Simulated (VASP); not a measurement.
Input of a VASP 6.6.1 run:

INCAR

```
SYSTEM = Mg
  PREC = Accurate
  ENCUT = 600
  EDIFF = 1E-6
  ISMEAR = 0
  SIGMA = 0.1
  LREAL = .False.
  LASPH = .True.
  NELM = 120
  ALGO = Normal
  ISIF = 2
  LWAVE = .False.
  LCHARG = .False.
  GGA = PE
  NBANDS = 10
  GGA_COMPAT = .False.
```

The input KPOINTS:

```
Automatic mesh
0
Gamma
  4 4 4
  0 0 0
```

File POSCAR:

```
Mg
1.0
    4.0353322300      0.0000000000      0.0000000000
    0.0000000000      4.0353322300      0.0000000000
    0.0000000000      0.0000000000      4.0353322300
Mg
3
Direct
    0.0000000000      0.5000000000      0.5000000000
    0.5000000000      0.0000000000      0.5000000000
    0.5000000000      0.5000000000      0.0000000000
```

Potentials or basis: VASP PAW PBE potentials, release 64 (Mg).

The run is started by

```console
$ cat potpaw_PBE.64/Mg/POTCAR > POTCAR
$ mpirun -np 1 vasp_std > vasp.out
```

**Question.** Predict the band gap on the k mesh.

**Answer.** Zero (band 3 reaches 5.32 eV, above the bottom of band 4 at 1.11 eV).

**Question.** Predict the pressure.

**Answer.** 10.1 GPa.

Caveat: the k points lie up to 0.39 Å⁻¹ apart.
